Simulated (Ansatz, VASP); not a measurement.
**One calculation of LiF, two programs**

File INCAR:

```
PREC     = Accurate       # precision mode
ENCUT    = 520            # plane-wave cutoff, eV
EDIFF    = 1E-7           # SCF threshold, eV
ISMEAR   = 0              # smearing method
SIGMA    = 0.05           # smearing width, eV
LREAL    = F              # projectors in reciprocal space
LASPH    = T              # aspherical terms in the spheres
NELM     = 60             # most SCF steps
ALGO     = Normal         # electronic algorithm
ISIF     = 2              # what is computed and relaxed
LWAVE    = F              # write WAVECAR
LCHARG   = F              # write CHGCAR
GGA      = CA             # functional
NBANDS   = 18             # bands
```

The input KPOINTS:

```
regular mesh
0
Gamma
  9 9 6
```

POSCAR

```
LiF
1.0
    3.0300909680      0.0000000000      0.0000000000
   -1.5150454840      2.6241357541      0.0000000000
    0.0000000000      0.0000000000      4.6590208518
Li F
2 2
Direct
    0.3333333333      0.6666666667      0.3933365971
    0.6666666667      0.3333333333      0.8933365971
    0.3333333333      0.6666666667      0.9910195924
    0.6666666667      0.3333333333      0.4910195924
```

Input for Ansatz:

```yaml
crystal:
  lattice:
    - [3.030090968, 0.0, 0.0]
    - [-1.515045484, 2.6241357541, 0.0]
    - [0.0, 0.0, 4.6590208518]
  atoms:
    - { symbol: Li, position: [0.3333333333, 0.6666666667, 0.3933365971] }
    - { symbol: Li, position: [0.6666666667, 0.3333333333, 0.8933365971] }
    - { symbol: F, position: [0.3333333333, 0.6666666667, 0.9910195924] }
    - { symbol: F, position: [0.6666666667, 0.3333333333, 0.4910195924] }
basis:
  ecutwfc: 520.0
kpoints:
  mp_grid: { grid: [9, 9, 6] }
hamiltonian:
  xc: lda
scf:
  occupations: { method: gaussian, width: 0.05 }
output:
  forces: true
  stress: true
  eigenvalues: true
```

Alike in both runs: task single point; functional LDA; k mesh 9 × 9 × 6; occupations gaussian, width 0.05 eV; no spin polarisation.

```csv
,VASP,Ansatz
version,VASP 6.6.1,Ansatz 0.2.0
potentials or method,"VASP PAW LDA potentials, release 64 (Li_sv, F), cutoff 520 eV","scalar-relativistic, plane waves, PAW"
valence electrons in the cell,20,20
```

VASP gave:

| Property | Result |
| --- | --- |
| gap on the k mesh at the Fermi level (eV) | 7.77 |
| least direct gap on the mesh (eV) | 7.77 |
| rms of the force components (eV/Å) | 0.074 |

What did Ansatz give for the same quantities?

gap on the k mesh at the Fermi level (eV): 7.79; least direct gap on the mesh (eV): 7.79; rms of the force components (eV/Å): 0.075.

LDA's correlation is that of Perdew and Zunger in VASP and of Perdew and Wang (1992) in Ansatz. Atom by atom the forces differ by 0.001 eV/Å (rms over components).

Noted on VASP's run: the cutoff is under 1.25 times that of the potentials, so the pressure is a little rough.
